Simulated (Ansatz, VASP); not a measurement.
**One calculation of KI, two programs**

```xyz
2
Lattice="0.0000 3.6688 3.6688 3.6688 0.0000 3.6688 3.6688 3.6688 0.0000" Properties=species:S:1:pos:R:3 pbc="T T T"
K     0.0000    0.0000    0.0000
I     3.6688    3.6688    3.6688
```

Alike in both runs: task single point; functional r2SCAN; k mesh 6 × 6 × 6; no spin polarisation.

|  | VASP | Ansatz |
| --- | --- | --- |
| version | VASP 6.6.1 | Ansatz 0.2.0 |
| potentials or method | VASP PAW PBE potentials, release 64 (K_sv, I), cutoff 550 eV | plane waves, PAW |
| occupations | gaussian, width 0.01 eV | fixed |
| valence electrons in the cell | 16 | 26 |

|  | VASP | Ansatz | Ansatz less VASP |
| --- | --- | --- | --- |
| pressure (GPa) | -1.0 | -1.0 | 0.00 |

VASP's potentials were made for PBE, not for r2SCAN. VASP's potentials hold 16 valence electrons a cell and Ansatz's 26, so a difference there can come from the potentials and not from the codes.

Neither program's run includes spin-orbit coupling.
